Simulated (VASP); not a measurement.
# Ge (Pm-3m) in VASP: notebook

The runs below take Ge through single point, with PBE.

Program: VASP 6.6.1. These are calculated values, not measurements. Logs are shortened: lines on timing, memory, paths and dates and some standing lists are left out, and cuts for length are marked.

### Step 1. The cell of the first run

It takes space group Pm-3m (No. 221, cubic). The conventional cell has a = 2.677 Å, b = 2.677 Å, c = 2.677 Å, α = 90.00°, β = 90.00°, γ = 90.00°. Within 3.5 Å of Ge (site symmetry m-3m) lie 6 Ge at 2.68 Å.

### Step 2. Single point, PBE (volume scaled by 0.96)

INCAR reads:

```
PREC = Accurate
ENCUT = 520
EDIFF = 1E-7
ISMEAR = -1
SIGMA = 0.1
LREAL = False
LASPH = True
NELM = 80
ALGO = Normal
ISIF = 2
LWAVE = False
LCHARG = True
GGA = PE
LELF = True
LVHAR = True
NBANDS = 13
```

KPOINTS reads:

```
Automatic mesh
0
Gamma
  13 13 13
```

POSCAR reads:

```
Ge
1.0
    2.6770829366      0.0000000000      0.0000000000
    0.0000000000      2.6770829366      0.0000000000
    0.0000000000      0.0000000000      2.6770829366
Ge
1
Direct
    0.0000000000      0.0000000000      0.0000000000
```

Potentials or basis: VASP PAW PBE potentials, release 64 (Ge_d).

The run is started by

```console
$ cat potpaw_PBE.64/Ge_d/POTCAR > POTCAR
$ mpirun -np 1 vasp_std > vasp.out
```

OUTCAR:

```text
PREC = Accurate
   ENCUT = 520
   EDIFF = 1E-7
   ISMEAR = -1
   LREAL = False
   LASPH = True
   NELM = 80
   ISIF = 2
   GGA = PE

 ion  position               nearest neighbor table
   1  0.000  0.000  0.000-

  LATTYP: Found a simple cubic cell.
 ALAT       =     2.6770829366

  Lattice vectors:

 A1 = (   2.6770829366,   0.0000000000,   0.0000000000)
 A2 = (   0.0000000000,   2.6770829366,   0.0000000000)
 A3 = (   0.0000000000,   0.0000000000,   2.6770829366)

Analysis of symmetry for initial positions (statically):
=====================================================================
 Subroutine PRICEL returns:
 Original cell was already a primitive cell.

 Routine SETGRP: Setting up the symmetry group for a
 simple cubic supercell.

 Subroutine GETGRP returns: Found 48 space group operations
 (whereof 48 operations were pure point group operations)
 out of a pool of 48 trial point group operations.

The static configuration has the point symmetry O_h .

Analysis of symmetry for dynamics (positions and initial velocities):
=====================================================================
 Subroutine PRICEL returns:
 Original cell was already a primitive cell.

 Routine SETGRP: Setting up the symmetry group for a
 simple cubic supercell.

 Subroutine GETGRP returns: Found 48 space group operations
 (whereof 48 operations were pure point group operations)
 out of a pool of 48 trial point group operations.

The dynamic configuration has the point symmetry O_h .

 Subroutine INISYM returns: Found 48 space group operations
 (whereof 48 operations are pure point group operations),
 and found     1 'primitive' translations

----------------------------------------------------------------------------------------

                                     Primitive cell

  volume of cell :      19.1860

  direct lattice vectors                    reciprocal lattice vectors
     2.677082937  0.000000000  0.000000000     0.373540911  0.000000000  0.000000000
     0.000000000  2.677082937  0.000000000     0.000000000  0.373540911  0.000000000
     0.000000000  0.000000000  2.677082937     0.000000000  0.000000000  0.373540911

  length of vectors
     2.677082937  2.677082937  2.677082937     0.373540911  0.373540911  0.373540911

  position of ions in fractional coordinates (direct lattice)
     0.000000000  0.000000000  0.000000000

  ion indices of the primitive-cell ions
   primitive index   ion index
                 1           1

----------------------------------------------------------------------------------------

 KPOINTS: Automatic mesh

Automatic generation of k-mesh.
 Grid dimensions read from file:
 generate k-points for:   13   13   13

 Generating k-lattice:

  Cartesian coordinates                     Fractional coordinates (reciprocal lattice)
     0.028733916  0.000000000  0.000000000     0.076923077  0.000000000  0.000000000
     0.000000000  0.028733916  0.000000000     0.000000000  0.076923077  0.000000000
     0.000000000  0.000000000  0.028733916     0.000000000  0.000000000  0.076923077

  Length of vectors
     0.028733916  0.028733916  0.028733916

  Shift w.r.t. Gamma in fractional coordinates (k-lattice)
     0.000000000  0.000000000  0.000000000

 Subroutine IBZKPT returns following result:
 ===========================================

 Found     84 irreducible k-points:

 Following reciprocal coordinates:
            Coordinates               Weight
  0.000000  0.000000  0.000000      1.000000
  0.076923  0.000000  0.000000      6.000000
  0.153846  0.000000  0.000000      6.000000
  0.230769  0.000000  0.000000      6.000000
  0.307692  0.000000  0.000000      6.000000
  0.384615  0.000000  0.000000      6.000000
[... 16 lines left out ...]
  0.307692  0.307692  0.000000     12.000000
  0.384615  0.307692  0.000000     24.000000
 [... further k-points ...]
   k-points           NKPTS =     84   k-points in BZ     NKDIM =     84   number of bands    NBANDS=     13
   number of dos      NEDOS =    301   number of ions     NIONS =      1
   total plane-waves  NPLWV =   8000
   dimension x,y,z NGX =    20 NGY =   20 NGZ =   20
   dimension x,y,z NGXF=    40 NGYF=   40 NGZF=   40
   ions per type =               1
   NGX,Y,Z   is equivalent  to a cutoff of  12.42, 12.42, 12.42 a.u.
   NGXF,Y,Z  is equivalent  to a cutoff of  24.84, 24.84, 24.84 a.u.
 SYSTEM =  unknown system
   PREC   = accura    normal or accurate (medium, high low for compatibility)
   ISTART =      0    job   : 0-new  1-cont  2-samecut
   ICHARG =      2    charge: 1-file 2-atom 10-const
   ISPIN  =      1    spin polarized calculation?
   LNONCOLLINEAR =      F non collinear calculations
   LSORBIT =      F    spin-orbit coupling
   LASPH  =      T    aspherical Exc in radial PAW
   ENCUT  =  520.0 eV  38.22 Ry    6.18 a.u.   4.98  4.98  4.98*2*pi/ulx,y,z
   NELM   =     80;   NELMIN=  2; NELMDL= -5     # of ELM steps
   EDIFF  = 0.1E-06   stopping-criterion for ELM
   LREAL  =      F    real-space projection
   EDIFFG = 0.1E-05   stopping-criterion for IOM
   NSW    =      0    number of steps for IOM
   IBRION =     -1    ionic relax: 0-MD 1-quasi-New 2-CG
   NFREE  =      0    steps in history (QN), initial steepest desc. (CG)
   ISIF   =      2    stress and relaxation
   ISYM   =      2    0-nonsym 1-usesym 2-fastsym
   POTIM  = 0.5000    time-step for ionic-motion
   TEBEG  =    0.0;   TEEND  =   0.0 temperature during run
   PSTRESS=    0.0 pullay stress
   NELECT =      14.0000    total number of electrons
   NUPDOWN=      -1.0000    fix difference up-down
   EMIN   =  10.00;   EMAX   =-10.00  energy-range for DOS
   EFERMI =   0.00;   METHOD = LEGACY
   ISMEAR =    -1;   SIGMA  =   0.10  broadening in eV -4-tet -1-fermi 0-gaus
   EFERMI_NEDOS =   21; number of points for ismear=-14 and -15
   IALGO  =     38    algorithm
   IMIX   =      4    mixing-type and parameters
     AMIX     =   0.40;   BMIX     =  1.00
     AMIX_MAG =   1.60;   BMIX_MAG =  1.00
  volume/ion in A,a.u.               =      19.19       129.47
  Fermi-wavevector in a.u.,A,eV,Ry     =   1.473858  2.785188 29.555362  2.172258
  Thomas-Fermi vector in A             =   2.588700
   LORBIT       =      0    0 simple, 1 ext, 2 COOP (PROOUT), +10 PAW based schemes
   GGA     = PE    functional components
   LHFCALC =     F    Hartree Fock is set to
   AEXX    =    0.0000 exact exchange contribution
   IVDW    =     0    specifies the selected vdW correction
   LEPSILON=     F    determine dielectric tensor
   LRPA    =     F    only Hartree local field effects (RPA)
 non-spin polarized calculation
  energy-cutoff  :      520.00
  volume of cell :       19.19
 maximum number of plane-waves:       526
 NGX is ok and might be reduce to    20
   NGX =  9   NGY =  9   NGZ =  9

 number of electron      13.9999971 magnetization

 Free energy of the ion-electron system (eV)
  ---------------------------------------------------
  ext. energy  EPLUGINS =         0.00000000
  ---------------------------------------------------
  free energy    TOTEN  =        -4.27888995 eV

  energy without entropy =       -4.26467049  energy(sigma->0) =       -4.27178022

 E-fermi :   6.3766     XC(G=0): -11.0918

 val. band max:        6.3755860664   @ k =   0.3077   0.3077   0.0000
 cond. band min:       6.4704211213   @ k =   0.2308   0.0769   0.0000
 fundamental gap:      0.0948350549
 Fermi energy:         6.3765674882

 k-point     1 :       0.0000    0.0000    0.0000
  band No.  band energies     occupation
      1     -18.3885      2.00000
      2     -18.3885      2.00000
      3     -18.1178      2.00000
      4     -18.1178      2.00000
      5     -18.1178      2.00000
      6      -6.7211      2.00000
      7      13.1015      0.00000
      8      13.1015      0.00000
      9      13.1015      0.00000
     10      16.4730      0.00000
     11      16.4730      0.00000
     12      19.1405      0.00000
     13      35.3944      0.00000

 k-point     2 :       0.0769    0.0000    0.0000
  band No.  band energies     occupation
      1     -18.3876      2.00000
      2     -18.3764      2.00000
      3     -18.1219      2.00000
      4     -18.1219      2.00000
      5     -18.1174      2.00000
      6      -6.6019      2.00000
      7      11.4335      0.00000
      8      13.2172      0.00000
      9      13.2172      0.00000
     10      16.5786      0.00000
     11      17.6697      0.00000
     12      19.9175      0.00000
     13      32.8999      0.00000

 k-point     3 :       0.1538    0.0000    0.0000
  band No.  band energies     occupation
      1     -18.3852      2.00000
      2     -18.3430      2.00000
      3     -18.1331      2.00000
      4     -18.1331      2.00000
      5     -18.1165      2.00000
      6      -6.2449      2.00000
      7       8.8604      0.00000
      8      13.5575      0.00000
      9      13.5575      0.00000
     10      16.8938      0.00000
     11      18.5210      0.00000
     12      22.5289      0.00000
     13      30.2054      0.00000
[... 305 lines left out ...]
 k-point    23 :       0.3077    0.3077    0.0000
  band No.  band energies     occupation
      1     -18.3081      2.00000
      2     -18.2291      2.00000
      3     -18.1613      2.00000
      4     -18.1598      2.00000
      5     -18.1563      2.00000
      6      -2.9823      2.00000
      7       5.3622      1.99992
      8       6.3756      1.00491
      9      15.3403      0.00000
     10      16.4774      0.00000
     11      21.0425      0.00000
     12      27.0323      0.00000
     13      27.5802      0.00000

 k-point    24 :       0.3846    0.3077    0.0000
  band No.  band energies     occupation
      1     -18.2987      2.00000
      2     -18.2474      2.00000
      3     -18.1741      2.00000
      4     -18.1590      2.00000
      5     -18.1191      2.00000
      6      -2.0150      2.00000
      7       3.8175      2.00000
      8       6.7820      0.03412
      9      13.6036      0.00000
     10      17.1992      0.00000
     11      21.9961      0.00000
     12      25.6864      0.00000
     13      26.2242      0.00000

 [... further k-points ...]
[... 5 lines left out ...]
  --------------------------------------------------------------------------------------
  -------------------------------------------------------------------------------------
  Total        0.3506283      0.3506283      0.3506283      0.0000000      0.0000000      0.0000000
  in kB       29.2800705     29.2800705     29.2800705      0.0000000      0.0000000      0.0000000
  external PRESSURE =      29.2800705 kB  Pullay stress =       0.0000000 kB

 VOLUME and BASIS-vectors are now :
 -----------------------------------------------------------------------------
  energy-cutoff  :      520.00
  volume of cell :       19.19
      direct lattice vectors                 reciprocal lattice vectors
     2.677082937  0.000000000  0.000000000     0.373540911  0.000000000  0.000000000
     0.000000000  2.677082937  0.000000000     0.000000000  0.373540911  0.000000000
     0.000000000  0.000000000  2.677082937     0.000000000  0.000000000  0.373540911

 POSITION                                       TOTAL-FORCE (eV/Angst)
 -----------------------------------------------------------------------------------
      0.00000      0.00000      0.00000         0.000000      0.000000      0.000000
 -----------------------------------------------------------------------------------
    total drift:                                0.000000      0.000000      0.000000

  FREE ENERGIE OF THE ION-ELECTRON SYSTEM (eV)
  ---------------------------------------------------
  free  energy   TOTEN  =        -4.2788899451 eV

  energy  without entropy=       -4.2646704857  energy(sigma->0) =       -4.27178022
```

Run time: 6.9 s. Hardware: 1 thread of Intel Xeon 6975P-C, shared host; peak memory 0.13 GiB.

Results:

```yaml
Free_energy: -4.2789 eV
Pressure: 2.9 GPa
Band_gap_on_the_k_mesh: zero (band 7 reaches 13.10 eV, above the bottom of band 8 at 3.98 eV)
```

Levels at points of the mesh, in eV from the Fermi level:
```tsv
k point	band 4	band 5	band 6	band 7	band 8	band 9	band 10	band 11
(0.00, 0.00, 0.00)	-24.49	-24.49	-13.10	6.72	6.72	6.72	10.10	10.10
```

(Continued in part 2 of 2.)
